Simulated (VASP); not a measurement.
Set up this calculation in VASP 6.6.1, as the native input.

| Item | Value |
| --- | --- |
| Task | single point |
| Functional | LDA |
| Potentials or basis | VASP PAW LDA potentials, release 64 (Ti_sv, Cd) |
| Cutoff | 520 eV |
| k mesh | 8 × 8 × 3 |
| Occupations | fermi-dirac, width 0.05 eV |
| Spin | no spin polarisation |
| Dipole correction | no |
| Further INCAR settings | ALGO = Normal; EDIFF = 1e-06; NBANDS = 32 |

The structure of TiCd lies in POSCAR:

```
TiCd
1.0
    2.8303589568      0.0000000000      0.0000000000
    0.0000000000      2.8303589568      0.0000000000
    0.0000000000      0.0000000000      8.7269401169
Ti Cd
2 2
Direct
    0.0000000000      0.5000000000      0.6110036084
    0.5000000000      0.0000000000      0.3889963916
    0.0000000000      0.5000000000      0.1325049491
    0.5000000000      0.0000000000      0.8674950509
```

The input as run:

INCAR

```
SYSTEM = TiCd
PREC = Accurate
ENCUT = 520
EDIFF = 1E-6
ISMEAR = -1
SIGMA = 0.05
LREAL = .FALSE.
LASPH = .TRUE.
NELM = 60
ALGO = Normal
ISIF = 2
LWAVE = .FALSE.
LCHARG = .FALSE.
GGA = CA
NBANDS = 32
```

KPOINTS

```
Automatic mesh
0
G
  8 8 3
  0 0 0
```

Potentials or basis: VASP PAW LDA potentials, release 64 (Ti_sv, Cd).

The run is started by

```console
$ cat potpaw_LDA.64/Ti_sv/POTCAR potpaw_LDA.64/Cd/POTCAR > POTCAR
$ mpirun -np 1 vasp_std > vasp.out
```

It gave:

```
Pressure               : 0.6 GPa
Largest force          : 0.036 eV/Å
Band gap on the k mesh : zero (bands 24 and 25 overlap by 0.95 eV)
```

It took 87 s on 1 thread of Intel Xeon 8259CL, on a shared host, peak memory 0.2 GiB.
